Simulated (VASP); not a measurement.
The system is Mg4S.

```
Mg S
1.0
     4.64140    0.00000    0.00000
     0.00000    4.64140    0.00000
     0.00000    0.00000    4.64140
Mg S
4 1
Direct
  0.25000 0.25000 0.25000
  0.75000 0.75000 0.25000
  0.25000 0.75000 0.75000
  0.75000 0.25000 0.75000
  0.00000 0.00000 0.00000
```

The cell was generated, and may not be a known phase.

- Program: VASP 6.6.1
- Task: relaxation of cell and atoms
- Functional: PBE
- Potentials or basis: VASP PAW PBE potentials, release 64 (Mg, S)
- Cutoff: 600 eV
- k mesh: 4 × 4 × 4
- Occupations: gaussian, width 0.2 eV
- Spin: no spin polarisation

At the start: pressure 27.0 GPa; volume 20.00 Å³/atom.

**Question.** How do energy, volume and symmetry change on relaxing?

**Answer.** Over 8 steps the energy falls by 840.2 meV/atom and the volume is 24.83 Å³/atom (+24.2 %); space group P-43m (No. 215, to 0.1 Å) before and after.

Step by step:
```
step  energy change (eV)  largest force (eV/Å)  pressure (GPa)  volume (Å³)
   1              0.0000                6.3501           27.04        99.99
   2             -3.4667                0.4718           -5.45       157.21
   3             -4.0860                0.4526           -1.51       133.19
   4             -4.0852                0.4982           -1.30       132.47
   5             -4.1480                0.4011           -0.66       128.70
   6             -4.1912                0.1458            0.90       121.82
   7             -4.1919                0.1823            0.69       122.62
   8             -4.2011                0.0021            0.06       124.15
```

Final structure:
```cif
data_structure
_symmetry_space_group_name_H-M 'P 1'
_symmetry_Int_Tables_number 1
_cell_length_a 4.9886
_cell_length_b 4.9886
_cell_length_c 4.9886
_cell_angle_alpha 90.000
_cell_angle_beta 90.000
_cell_angle_gamma 90.000
_cell_volume 124.15
loop_
_atom_site_label
_atom_site_type_symbol
_atom_site_fract_x
_atom_site_fract_y
_atom_site_fract_z
_atom_site_occupancy
Mg1 Mg 0.28356 0.28356 0.28356 1
Mg2 Mg 0.71644 0.71644 0.28356 1
Mg3 Mg 0.28356 0.71644 0.71644 1
Mg4 Mg 0.71644 0.28356 0.71644 1
S1 S 0.00000 0.00000 0.00000 1
```

Caveat: the volume moved by over 15 % at a fixed basis, so the end points are rough.
